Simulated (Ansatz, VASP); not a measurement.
**Nb3Sn in VASP and in Ansatz**

```
Nb Sn
1.0
     5.25858    0.00000    0.00000
     0.00000    5.25858    0.00000
     0.00000    0.00000    5.25858
Nb Sn
6 2
Direct
  0.25000 0.00000 0.50000
  0.50000 0.75000 0.00000
  0.75000 0.00000 0.50000
  0.50000 0.25000 0.00000
  0.00000 0.50000 0.75000
  0.00000 0.50000 0.25000
  0.00000 0.00000 0.00000
  0.50000 0.50000 0.50000
```

Alike in both runs: functional PBEsol; k mesh 6 × 6 × 6; occupations fermi-dirac, width 0.1 eV; no spin polarisation.

Ansatz relaxed the structure, and its values are those at the end. VASP's run is a single point on that final structure, the one shown.

```csv
,VASP,Ansatz
version,VASP 6.6.1,Ansatz 0.2.0
potentials or method,"VASP PAW PBE potentials, release 64 (Nb_sv, Sn_d), cutoff 520 eV",PAW plane waves
valence electrons in the cell,106,106
```

```tsv
	VASP	Ansatz	Ansatz less VASP
gap on the k mesh at the Fermi level (eV)	none	none	-
pressure (GPa)	-0.2	0.0	+0.17
```

VASP's potentials were made for PBE, not for PBEsol, and Ansatz warns of the same on its side. A gap of «none» marks a metal or a gap that the smearing closes. With one functional, cell and mesh, what is left measures potentials, basis and numerics.
